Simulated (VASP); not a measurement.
The system is Rh.

```
Rh
1.0
     2.69174    0.00000    0.00000
    -1.34587    2.33112    0.00000
     0.00000    0.00000    8.79807
Rh
4
Direct
  0.66667 0.33333 0.75000
  0.00000 0.00000 0.50000
  0.33333 0.66667 0.25000
  0.00000 0.00000 0.00000
```

Base run:

- Program: VASP 6.6.1
- Functional: LDA
- Potentials or basis: VASP PAW LDA potentials, release 64 (Rh_pv)
- Cutoff: 520 eV
- k mesh: 11 × 11 × 3
- Occupations: fermi-dirac, width 0.05 eV
- Spin: no spin polarisation

Its results: band gap on the k mesh zero (band 30 reaches 12.29 eV, above the bottom of band 31 at 10.65 eV); pressure -10.8 GPa.

Problem. The run is repeated on the same cell with these changes: k mesh from 11 × 11 × 3 to 6 × 6 × 2; further incar settings from ALGO = Normal; EDIFF = 1e-07; NBANDS = 38 to ALGO = Normal; EDIFF = 1e-06; NBANDS = 38. What comes out?

Solution. Band gap on the k mesh zero (band 30 reaches 12.50 eV, above the bottom of band 31 at 10.48 eV); pressure -10.2 GPa.

Caveats: some runs use coarse meshes.
